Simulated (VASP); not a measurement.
Mg:

```xyz
2
Lattice="3.1953 0.0000 0.0000 -1.5977 2.7672 0.0000 0.0000 0.0000 5.1879" Properties=species:S:1:pos:R:3 pbc="T T T"
Mg    0.0000    1.8448    1.2970
Mg    1.5977    0.9224    3.8910
```

Base run:

```yaml
Program: VASP 6.6.1
Functional: PBE
Potentials_or_basis: VASP PAW PBE potentials, release 64 (Mg)
Cutoff: 520 eV
k_mesh: 11 × 11 × 6
Occupations: fermi-dirac, width 0.6 eV
Spin: no spin polarisation
```

Its results: band gap on the k mesh zero (band 2 reaches 3.51 eV, above the bottom of band 3 at 1.40 eV); pressure 1.1 GPa.

Q: The run is repeated on the same cell with these changes: occupations from fermi-dirac, width 0.6 eV to fermi-dirac, width 0.3 eV. What comes out?

A: Band gap on the k mesh zero (band 2 reaches 3.51 eV, above the bottom of band 3 at 1.40 eV); pressure 0.2 GPa.
